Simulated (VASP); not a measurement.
Wanted: the native input for a VASP 6.6.1 run.

- Task: single point
- Functional: PBE
- Potentials or basis: VASP PAW PBE potentials, release 64 (Be, S)
- Cutoff: 600 eV
- k mesh: 8 × 8 × 8
- Occupations: gaussian, width 0.02 eV
- Spin: no spin polarisation
- Dipole correction: no
- Further INCAR settings: ALGO = Normal; EDIFF = 1e-06; NBANDS = 11

The structure of BeS (r.bp) lies in POSCAR:

```
BeS
1.0
    0.0000000000      2.4289411108      2.4289411108
    2.4289411108      0.0000000000      2.4289411108
    2.4289411108      2.4289411108      0.0000000000
Be S
1 1
Direct
    0.0000000000      0.0000000000      0.0000000000
    0.2500000000      0.2500000000      0.2500000000
```

The input as run:

INCAR

```
PREC = Accurate
ENCUT = 600
EDIFF = 1E-6
ISMEAR = 0
SIGMA = 0.02
LREAL = F
LASPH = T
NELM = 120
ALGO = Normal
ISIF = 2
LWAVE = F
LCHARG = F
GGA = PE
NBANDS = 11
GGA_COMPAT = F
```

KPOINTS

```
regular mesh
0
Gamma
  8 8 8
```

Potentials or basis: VASP PAW PBE potentials, release 64 (Be, S).

The run is started by

```console
$ cat potpaw_PBE.64/Be/POTCAR potpaw_PBE.64/S/POTCAR > POTCAR
$ mpirun -np 1 vasp_std > vasp.out
```

Results of the run:

```json
{
 "Pressure": "1.1 GPa",
 "Band gap on the k mesh": "3.12 eV, indirect (least direct gap 5.67 eV)"
}
```

It took 12 s on 1 thread of Intel(R) Xeon(R) Platinum 8488C (Sapphire Rapids), with other jobs on the host, peak memory 0.15 GiB.
